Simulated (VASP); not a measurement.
# Si (Cmcm) in VASP: further runs

Runs on Si. Level: LDA. Tasks: single point.

Everything below comes from runs of VASP 6.6.1. Logs are shortened: lines on timing, memory, paths and dates and some standing lists are left out, and cuts for length are marked.

### Step 1. The cell of the first run

Symmetry: Cmcm, No. 63, orthorhombic system. The conventional cell has a = 3.831 Å, b = 5.641 Å, c = 6.333 Å, α = 90.00°, β = 90.00°, γ = 90.00°. Si (site symmetry m) has 4 Si at 2.04 to 2.37 Å within 2.7 Å.

### Step 2. Single point, LDA (strain -0.1500 x Voigt [0, 1, 0, 0, 0, 0])

Input file INCAR:

```
SYSTEM = Si
PREC = Accurate
ENCUT = 520
EDIFF = 1E-6
ISMEAR = 0
SIGMA = 0.03
LREAL = .False.
LASPH = .True.
NELM = 100
ALGO = Normal
ISIF = 2
LWAVE = .False.
LCHARG = .True.
LELF = .True.
LVHAR = .True.
NBANDS = 16
```

Input file KPOINTS:

```
Automatic mesh
0
Gamma
  12 12 6
  0 0 0
```

Input file POSCAR:

```
Si
1.0
    3.8313174605      0.0000000000      0.0000000000
   -1.9156587303      2.8203155131      0.0000000000
    0.0000000000      0.0000000000      6.3326220002
Si
4
Direct
    0.3333333333      0.6666666667      0.0630095000
    0.6666666667      0.3333333333      0.5630095000
    0.3333333333      0.6666666667      0.4369905000
    0.6666666667      0.3333333333      0.9369905000
```

Potentials or basis: VASP PAW LDA potentials, release 64 (Si).

The run is started by

```
cat potpaw_LDA.64/Si/POTCAR > POTCAR
mpirun -np 1 vasp_std > vasp.out
```

OUTCAR:

```text
SYSTEM = Si
   PREC = Accurate
   ENCUT = 520
   EDIFF = 1E-6
   ISMEAR = 0
   LREAL = .False.
   LASPH = .True.
   NELM = 100
   ISIF = 2

 ion  position               nearest neighbor table
   1  0.333  0.667  0.063-   4 2.04   4 2.28   4 2.28   3 2.37
   2  0.667  0.333  0.563-   3 2.04   3 2.28   3 2.28   4 2.37
   3  0.333  0.667  0.437-   2 2.04   2 2.28   2 2.28   1 2.37
   4  0.667  0.333  0.937-   1 2.04   1 2.28   1 2.28   2 2.37

  Warning from LATTYP: Monoclinic adjustment (A1->A3, A2->A1, A3->A2)!
  LATTYP: Found a base centered orthorhombic cell.
 ALAT       =     3.8313174605
 B/A-ratio  =     1.4722431864
 C/A-ratio  =     1.6528575524

  Lattice vectors:

 A1 = (   1.9156587303,  -2.8203155131,   0.0000000000)
 A2 = (   1.9156587302,   2.8203155131,   0.0000000000)
 A3 = (   0.0000000000,   0.0000000000,   6.3326220002)

Analysis of symmetry for initial positions (statically):
=====================================================================
 Subroutine PRICEL returns:
 Original cell was already a primitive cell.

 Routine SETGRP: Setting up the symmetry group for a
 base centered orthorhombic supercell.

 Subroutine GETGRP returns: Found  8 space group operations
 (whereof  4 operations were pure point group operations)
 out of a pool of  8 trial point group operations.

The static configuration has the point symmetry C_2h.
 The point group associated with its full space group is D_2h.

Analysis of symmetry for dynamics (positions and initial velocities):
=====================================================================
 Subroutine PRICEL returns:
 Original cell was already a primitive cell.

 Routine SETGRP: Setting up the symmetry group for a
 base centered orthorhombic supercell.

 Subroutine GETGRP returns: Found  8 space group operations
 (whereof  4 operations were pure point group operations)
 out of a pool of  8 trial point group operations.

The dynamic configuration has the point symmetry C_2h.
 The point group associated with its full space group is D_2h.

 Subroutine INISYM returns: Found  8 space group operations
 (whereof  4 operations are pure point group operations),
 and found     1 'primitive' translations

----------------------------------------------------------------------------------------

                                     Primitive cell

  volume of cell :      68.4273

  direct lattice vectors                    reciprocal lattice vectors
     3.831317461  0.000000000  0.000000000     0.261006823  0.177285129  0.000000000
    -1.915658730  2.820315513  0.000000000     0.000000000  0.354570258  0.000000000
     0.000000000  0.000000000  6.332622000     0.000000000  0.000000000  0.157912473

  length of vectors
     3.831317461  3.409388210  6.332622000     0.315522707  0.354570258  0.157912473

  position of ions in fractional coordinates (direct lattice)
     0.333333333  0.666666667  0.063009500
     0.666666667  0.333333333  0.563009500
     0.333333333  0.666666667  0.436990500
     0.666666667  0.333333333  0.936990500

  ion indices of the primitive-cell ions
   primitive index   ion index
                 1           1
                 2           2
                 3           3
                 4           4

----------------------------------------------------------------------------------------

 KPOINTS: Automatic mesh

Automatic generation of k-mesh.
 Grid dimensions read from file:
 generate k-points for:   12   12    6

 Generating k-lattice:

  Cartesian coordinates                     Fractional coordinates (reciprocal lattice)
     0.021750569  0.014773761  0.000000000     0.083333333  0.000000000  0.000000000
     0.000000000  0.029547522  0.000000000     0.000000000  0.083333333  0.000000000
     0.000000000  0.000000000  0.026318745     0.000000000  0.000000000  0.166666667

  Length of vectors
     0.026293559  0.029547522  0.026318745

  Shift w.r.t. Gamma in fractional coordinates (k-lattice)
     0.000000000  0.000000000  0.000000000

 Subroutine IBZKPT returns following result:
 ===========================================

 Found    172 irreducible k-points:

 Following reciprocal coordinates:
            Coordinates               Weight
  0.000000  0.000000  0.000000      1.000000
  0.083333 -0.000000  0.000000      4.000000
  0.166667  0.000000  0.000000      4.000000
  0.250000  0.000000  0.000000      4.000000
  0.333333 -0.000000  0.000000      4.000000
  0.416667  0.000000  0.000000      4.000000
[... 16 lines left out ...]
  0.333333  0.166667  0.000000      4.000000
  0.416667  0.166667  0.000000      4.000000
 [... further k-points ...]
   k-points           NKPTS =    172   k-points in BZ     NKDIM =    172   number of bands    NBANDS=     16
   number of dos      NEDOS =    301   number of ions     NIONS =      4
   total plane-waves  NPLWV =  37632
   dimension x,y,z NGX =    28 NGY =   28 NGZ =   48
   dimension x,y,z NGXF=    56 NGYF=   56 NGZF=   96
   ions per type =               4
   NGX,Y,Z   is equivalent  to a cutoff of  12.15, 13.65, 12.60 a.u.
   NGXF,Y,Z  is equivalent  to a cutoff of  24.30, 27.31, 25.20 a.u.
 SYSTEM =  Si
   PREC   = accura    normal or accurate (medium, high low for compatibility)
   ISTART =      0    job   : 0-new  1-cont  2-samecut
   ICHARG =      2    charge: 1-file 2-atom 10-const
   ISPIN  =      1    spin polarized calculation?
   LNONCOLLINEAR =      F non collinear calculations
   LSORBIT =      F    spin-orbit coupling
   LASPH  =      T    aspherical Exc in radial PAW
   ENCUT  =  520.0 eV  38.22 Ry    6.18 a.u.   7.12  6.34 11.77*2*pi/ulx,y,z
   NELM   =    100;   NELMIN=  2; NELMDL= -5     # of ELM steps
   EDIFF  = 0.1E-05   stopping-criterion for ELM
   LREAL  =      F    real-space projection
   EDIFFG = 0.1E-04   stopping-criterion for IOM
   NSW    =      0    number of steps for IOM
   IBRION =     -1    ionic relax: 0-MD 1-quasi-New 2-CG
   NFREE  =      0    steps in history (QN), initial steepest desc. (CG)
   ISIF   =      2    stress and relaxation
   ISYM   =      2    0-nonsym 1-usesym 2-fastsym
   POTIM  = 0.5000    time-step for ionic-motion
   TEBEG  =    0.0;   TEEND  =   0.0 temperature during run
   PSTRESS=    0.0 pullay stress
   NELECT =      16.0000    total number of electrons
   NUPDOWN=      -1.0000    fix difference up-down
   EMIN   =  10.00;   EMAX   =-10.00  energy-range for DOS
   EFERMI =   0.00;   METHOD = LEGACY
   ISMEAR =     0;   SIGMA  =   0.03  broadening in eV -4-tet -1-fermi 0-gaus
   EFERMI_NEDOS =   21; number of points for ismear=-14 and -15
   IALGO  =     38    algorithm
   IMIX   =      4    mixing-type and parameters
     AMIX     =   0.40;   BMIX     =  1.00
     AMIX_MAG =   1.60;   BMIX_MAG =  1.00
  volume/ion in A,a.u.               =      17.11       115.44
  Fermi-wavevector in a.u.,A,eV,Ry     =   1.008568  1.905916 13.839964  1.017209
  Thomas-Fermi vector in A             =   2.141442
   LORBIT       =      0    0 simple, 1 ext, 2 COOP (PROOUT), +10 PAW based schemes
   GGA     = CA    functional components
   LHFCALC =     F    Hartree Fock is set to
   AEXX    =    0.0000 exact exchange contribution
   IVDW    =     0    specifies the selected vdW correction
   LEPSILON=     F    determine dielectric tensor
   LRPA    =     F    only Hartree local field effects (RPA)
 non-spin polarized calculation
 Gauss-broadening in eV      SIGMA  =   0.03
  energy-cutoff  :      520.00
  volume of cell :       68.43
 maximum number of plane-waves:      1858
   NGX = 15   NGY = 13   NGZ = 23

 number of electron      16.0000000 magnetization

 Free energy of the ion-electron system (eV)
  ---------------------------------------------------
  ext. energy  EPLUGINS =         0.00000000
  ---------------------------------------------------
  free energy    TOTEN  =       -22.24784203 eV

  energy without entropy =      -22.24752763  energy(sigma->0) =      -22.24768483

 E-fermi :   7.5370     XC(G=0): -10.2126

 val. band max:        7.5276105860   @ k =   0.0833   0.4167   0.0000
 cond. band min:       7.5461609023   @ k =   0.0000   0.3333   0.1667
 fundamental gap:      0.0185503163
 Fermi energy:         7.5369787685

 k-point     1 :       0.0000    0.0000    0.0000
  band No.  band energies     occupation
      1      -5.6810      2.00000
      2      -3.5398      2.00000
      3      -0.3148      2.00000
      4       6.2657      2.00000
      5       6.6148      2.00000
      6       7.2703      2.00000
[... 8 lines left out ...]
     15      13.4584      0.00000
     16      14.7518      0.00000

 k-point     2 :       0.0833   -0.0000    0.0000
  band No.  band energies     occupation
      1      -5.5897      2.00000
      2      -3.4486      2.00000
      3      -0.2435      2.00000
      4       5.5122      2.00000
      5       6.4307      2.00000
      6       7.0407      2.00000
[... 8 lines left out ...]
     15      12.9009      0.00000
     16      14.2698      0.00000

 k-point     3 :       0.1667    0.0000    0.0000
  band No.  band energies     occupation
      1      -5.3181      2.00000
      2      -3.1772      2.00000
      3      -0.0455      2.00000
      4       4.0321      2.00000
      5       5.6377      2.00000
      6       6.1161      2.00000
[... 8 lines left out ...]
     15      13.1724      0.00000
     16      14.1597      0.00000

 k-point     4 :       0.2500    0.0000    0.0000
  band No.  band energies     occupation
      1      -4.8748      2.00000
      2      -2.7339      2.00000
      3       0.1900      2.00000
      4       2.6364      2.00000
      5       4.1419      2.00000
      6       5.7619      2.00000
[... 8 lines left out ...]
     15      14.1133      0.00000
     16      14.8346      0.00000
[... 324 lines left out ...]
 k-point    22 :       0.2500    0.1667    0.0000
  band No.  band energies     occupation
      1      -3.7780      2.00000
      2      -1.6331      2.00000
      3       0.0182      2.00000
      4       2.1284      2.00000
      5       2.5163      2.00000
      6       3.8958      2.00000
[... 8 lines left out ...]
     15      13.4449      0.00000
     16      14.4729      0.00000

 k-point    23 :       0.3333    0.1667    0.0000
  band No.  band energies     occupation
      1      -3.1355      2.00000
      2      -0.9883      2.00000
      3      -0.7799      2.00000
      4       1.5127      2.00000
      5       2.4143      2.00000
      6       3.5295      2.00000
[... 8 lines left out ...]
     15      13.6499      0.00000
     16      14.1037      0.00000

 k-point    24 :       0.4167    0.1667    0.0000
  band No.  band energies     occupation
      1      -2.9618      2.00000
      2      -1.0022      2.00000
      3      -0.8185      2.00000
      4       1.2877      2.00000
      5       2.4328      2.00000
      6       3.5217      2.00000
[... 8 lines left out ...]
     15      13.5670      0.00000
     16      14.5609      0.00000

 [... further k-points ...]

------------------------ aborting loop because EDIFF is reached ----------------------------------------

  FORCE on cell =-STRESS in cart. coord.  units (eV):
  Direction    XX          YY          ZZ          XY          YZ          ZX
  --------------------------------------------------------------------------------------
  -------------------------------------------------------------------------------------
  Total        3.4831721     21.9210527      1.5701592     -0.0000000      0.0000000      0.0000000
  in kB       81.5560375    513.2661081     36.7641786     -0.0000000      0.0000000      0.0000000
  external PRESSURE =     210.5287748 kB  Pullay stress =       0.0000000 kB

 VOLUME and BASIS-vectors are now :
 -----------------------------------------------------------------------------
  energy-cutoff  :      520.00
  volume of cell :       68.43
      direct lattice vectors                 reciprocal lattice vectors
     3.831317461  0.000000000  0.000000000     0.261006823  0.177285129  0.000000000
    -1.915658730  2.820315513  0.000000000     0.000000000  0.354570258  0.000000000
     0.000000000  0.000000000  6.332622000     0.000000000  0.000000000  0.157912473

 POSITION                                       TOTAL-FORCE (eV/Angst)
 -----------------------------------------------------------------------------------
     -0.00000      1.88021      0.39902         0.000000     -3.231991      1.787696
      1.91566      0.94011      3.56533        -0.000000      3.231991      1.787696
     -0.00000      1.88021      2.76730         0.000000     -3.231991     -1.787696
      1.91566      0.94011      5.93361        -0.000000      3.231991     -1.787696
 -----------------------------------------------------------------------------------
    total drift:                               -0.000000      0.000000     -0.000000

  FREE ENERGIE OF THE ION-ELECTRON SYSTEM (eV)
  ---------------------------------------------------
  free  energy   TOTEN  =       -22.2478420315 eV

  energy  without entropy=      -22.2475276312  energy(sigma->0) =      -22.24768483
```

Wall time 97 s (1 thread of AMD EPYC 9R45 (Zen 5), shared host); peak memory 0.21 GiB.

Results:

```yaml
Free_energy: -22.2478 eV
Pressure: 21.1 GPa
Largest_force: 3.693 eV/Å
Band_gap_on_the_k_mesh: zero (bands 8 and 9 overlap by 1.21 eV)
```

Forces on the atoms (eV/Å):
```
Si   0.000 -3.232  1.788
Si   0.000  3.232  1.788
Si   0.000 -3.232 -1.788
Si   0.000  3.232 -1.788
```

Stress tensor (GPa, compression positive):
```
 8.16  0.00  0.00
 0.00 51.33  0.00
 0.00  0.00  3.68
```

Caveat: the cell differs from its parent crystal (strain -0.1500 x Voigt [0, 1, 0, 0, 0, 0]); the cell stands under pressure; forces of over 1 eV/Å act on the atoms, so gaps and moduli don't describe the material at rest.

### Step 3. Single point, LDA (strain -0.1125 x Voigt [0, 1, 0, 0, 0, 0])

Input file INCAR:

```
  ALGO = Normal
  EDIFF = 1E-7
  ENCUT = 520
  ISIF = 2
  ISMEAR = 0
  LASPH = T
  LCHARG = F
  LREAL = F
  LWAVE = F
  NBANDS = 16
  NELM = 100
  PREC = Accurate
  SIGMA = 0.03
```

Input file KPOINTS:

```
k-points
0
Gamma
  12 12 6
```

POSCAR: that of step 2 with these lines changed.

```diff
@@ -3,3 +3,3 @@
     3.8313174605      0.0000000000      0.0000000000
-   -1.9156587303      2.8203155131      0.0000000000
+   -1.9156587303      2.9447411976      0.0000000000
     0.0000000000      0.0000000000      6.3326220002
```

Potentials or basis: VASP PAW LDA potentials, release 64 (Si).

The run is started by

```
cat potpaw_LDA.64/Si/POTCAR > POTCAR
mpirun -np 1 vasp_std > vasp.out
```

Run time: 1.7 min. Hardware: 1 thread of AMD EPYC 9R45 (Zen 5), shared host; peak memory 0.22 GiB.

It converged, with:

```
Free energy            : -23.0357 eV
Pressure               : 12.9 GPa
Largest force          : 2.223 eV/Å
Band gap on the k mesh : zero (bands 8 and 9 overlap by 0.78 eV)
```

Forces on the atoms (eV/Å):
```
Si   0.000 -1.938  1.088
Si   0.000  1.938  1.088
Si   0.000 -1.938 -1.088
Si   0.000  1.938 -1.088
```

Stress tensor (GPa, compression positive):
```
 4.63  0.00  0.00
 0.00 32.84  0.00
 0.00  0.00  1.36
```

Levels at points of the mesh, in eV from the Fermi level:
```
           k point  band 5  band 6  band 7  band 8  band 9  band 10  band 11  band 12
(0.00, 0.00, 0.00)   -1.04   -0.38    0.02    0.40    1.48     1.51     1.73     3.60
(0.50, 0.00, 0.00)   -5.12   -3.32   -2.43   -1.04    1.00     2.78     2.99     3.82
(0.00, 0.50, 0.00)   -4.69   -3.84   -3.23   -2.29   -0.38     1.46     2.60     2.62
(0.00, 0.00, 0.50)   -0.85   -0.85   -0.40   -0.40    2.23     2.23     2.55     2.55
(0.50, 0.00, 0.50)   -2.88   -2.88   -1.89   -1.89    0.91     0.91     1.76     1.76
(0.00, 0.50, 0.50)   -3.22   -3.22   -2.55   -2.55    0.18     0.18     1.36     1.36
```

Caveat: the cell differs from its parent crystal (strain -0.1125 x Voigt [0, 1, 0, 0, 0, 0]); the cell stands under pressure; semilocal functionals underestimate gaps, so a narrow gap can read as zero; forces of over 1 eV/Å act on the atoms, so gaps and moduli don't describe the material at rest.

### Step 4. Single point, LDA (strain -0.0750 x Voigt [0, 1, 0, 0, 0, 0])

Input file INCAR:

```
SYSTEM = Si
PREC = Accurate
ENCUT = 520
EDIFF = 1E-7
ISMEAR = 0
SIGMA = 0.03
LREAL = .False.
LASPH = .True.
NELM = 100
ALGO = Normal
ISIF = 2
LWAVE = .False.
LCHARG = .False.
NBANDS = 16
```

Input file KPOINTS:

```
Automatic mesh
0
Gamma
  12 12 6
  0 0 0
```

POSCAR: that of step 3 with these lines changed.

```diff
@@ -3,3 +3,3 @@
     3.8313174605      0.0000000000      0.0000000000
-   -1.9156587303      2.9447411976      0.0000000000
+   -1.9156587303      3.0691668820      0.0000000000
     0.0000000000      0.0000000000      6.3326220002
```

The run is started by

```
cat potpaw_LDA.64/Si/POTCAR > POTCAR
mpirun -np 1 vasp_std > vasp.out
```

Wall time 99 s (1 thread of AMD EPYC 9R45 (Zen 5), shared host); peak memory 0.22 GiB.

Results (log left out):

| Property | Result |
| --- | --- |
| Free energy | -23.5131 eV |
| Pressure | 6.7 GPa |
| Largest force | 1.166 eV/Å |
| Band gap on the k mesh | zero (bands 8 and 9 overlap by 0.38 eV) |

Forces in eV/Å, atoms in the order of the input:
```
Si   0.000 -1.009  0.583
Si   0.000  1.009  0.583
Si   0.000 -1.009 -0.583
Si   0.000  1.009 -0.583
```

Stress tensor (GPa, compression positive):
```
 1.80  0.00  0.00
 0.00 18.32  0.00
 0.00  0.00 -0.17
```

Levels at points of the mesh, in eV from the Fermi level:
```
           k point  band 5  band 6  band 7  band 8  band 9  band 10  band 11  band 12
(0.00, 0.00, 0.00)   -1.21   -0.42   -0.05    0.22    1.34     1.74     1.78     3.00
(0.50, 0.00, 0.00)   -5.00   -3.25   -2.72   -1.26    0.69     2.72     2.80     3.51
(0.00, 0.50, 0.00)   -4.75   -3.59   -3.20   -2.01   -0.17     1.71     2.68     2.75
(0.00, 0.00, 0.50)   -0.93   -0.93   -0.62   -0.62    2.07     2.07     2.65     2.65
(0.50, 0.00, 0.50)   -2.76   -2.76   -2.15   -2.15    0.94     0.94     1.54     1.54
(0.00, 0.50, 0.50)   -2.97   -2.97   -2.56   -2.56    0.37     0.37     1.38     1.38
```

Caveat: the cell differs from its parent crystal (strain -0.0750 x Voigt [0, 1, 0, 0, 0, 0]); the cell stands under pressure; semilocal functionals underestimate gaps, so a narrow gap can read as zero; forces of over 1 eV/Å act on the atoms, so gaps and moduli don't describe the material at rest.

(Continued in part 2 of 2.)
